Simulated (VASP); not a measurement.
Write the native input for VASP 6.6.1 that does the following.

```
Task                   : single point
Functional             : PBE
Potentials or basis    : VASP PAW PBE potentials, release 64 (Rb_sv, Cl)
Cutoff                 : 500 eV
k mesh                 : 5 × 5 × 5
Occupations            : gaussian, width 0.01 eV
Spin                   : no spin polarisation
Dipole correction      : no
Further INCAR settings : ALGO = Normal; EDIFF = 1e-06; NBANDS = 15
```

The structure of RbCl lies in POSCAR:

```
RbCl
1.0
    0.0000000000      3.3170838881      3.3170838881
    3.3170838881      0.0000000000      3.3170838881
    3.3170838881      3.3170838881      0.0000000000
Rb Cl
1 1
Direct
    0.0000000000      0.0000000000      0.0000000000
    0.5000000000      0.5000000000      0.5000000000
```

These files were run (other wordings do the same):

INCAR

```
SYSTEM = RbCl
PREC = Accurate
ENCUT = 500
EDIFF = 1E-6
ISMEAR = 0
SIGMA = 0.01
LREAL = .False.
LASPH = .True.
NELM = 120
ALGO = Normal
ISIF = 2
LWAVE = .False.
LCHARG = .False.
GGA = PE
NBANDS = 15
GGA_COMPAT = .False.
```

KPOINTS

```
regular mesh
0
Gamma
  5 5 5
  0 0 0
```

Potentials or basis: VASP PAW PBE potentials, release 64 (Rb_sv, Cl).

The run is started by

```console
$ cat potpaw_PBE.64/Rb_sv/POTCAR potpaw_PBE.64/Cl/POTCAR > POTCAR
$ mpirun -np 1 vasp_std > vasp.out
```

Results of the run:

| Quantity | Value |
| --- | --- |
| Pressure | 0.4 GPa |
| Band gap on the k mesh | 4.92 eV, direct |

Wall time 16 s on 1 thread of AMD EPYC 7R13 Processor (Zen 3), on a shared host, peak memory 0.17 GiB.
